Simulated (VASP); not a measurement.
**KBr: relaxation of cell and atoms with revPBE**

The system is KBr.

```xyz
2
Lattice="0.0000 3.3000 3.3000 3.3000 0.0000 3.3000 3.3000 3.3000 0.0000" Properties=species:S:1:pos:R:3 pbc="T T T"
Br    3.3000    3.3000    3.3000
K     0.0000    0.0000    0.0000
```

```yaml
Program: VASP 6.6.1
Task: relaxation of cell and atoms
Functional: revPBE
Potentials_or_basis: VASP PAW PBE potentials, release 64 (Br, K_sv)
Cutoff: 600 eV
k_mesh: 7 × 7 × 7
Occupations: fermi-dirac, width 0.05 eV
Spin: no spin polarisation
Dipole_correction: no
Further_INCAR_settings: ALGO = Normal; EDIFF = 1e-06; IBRION = 2; EDIFFG = -0.005; NSW = 80; ISIF = 3
```

```
Relaxed volume                         : 40.97 Å³/atom
Relaxed cell                           : a = 4.875 Å, b = 4.875 Å, c = 4.875 Å, α = 60.00°, β = 60.00°, γ = 60.00°
Space group after relaxing (to 0.05 Å) : Fm-3m (No. 225)
Energy gained by relaxing              : 26.6 meV/atom
Ionic steps                            : 4
Pressure after relaxing                : 0.0 GPa
Band gap on the k mesh                 : 4.40 eV, direct
```

The path:
```csv
step,energy change (eV),largest force (eV/Å),pressure (GPa),volume (Å³)
1,0.0000,0.0000,1.91,71.87
2,-0.0389,0.0000,0.89,76.43
3,-0.0529,0.0000,0.13,81.06
4,-0.0533,0.0000,0.00,81.94
```

Final structure:
```
Br K
1.0
     0.00000    3.44742    3.44742
     3.44742    0.00000    3.44742
     3.44742    3.44742    0.00000
Br K
1 1
Cartesian
  3.4474 3.4474 3.4474
  6.8948 3.4474 3.4474
```

Levels at points of the mesh, in eV from the valence-band top:
| k point | band 6 | band 7 | band 8 | band 9 | band 10 | band 11 |
| --- | --- | --- | --- | --- | --- | --- |
| (0.00, 0.00, 0.00) | 0.00 | 0.00 | 0.00 | 4.40 | 7.71 | 7.71 |

Run time: 92 s on 1 thread of Intel(R) Xeon(R) Platinum 8488C (Sapphire Rapids), on a shared host, peak memory 0.26 GiB.

Caveat: the PAW data sets were made with another functional, which shifts forces and pressure a little; the volume moved by +14 % from the deposited cell, more than functionals usually miss. Zero-point motion and thermal expansion aren't in these numbers.
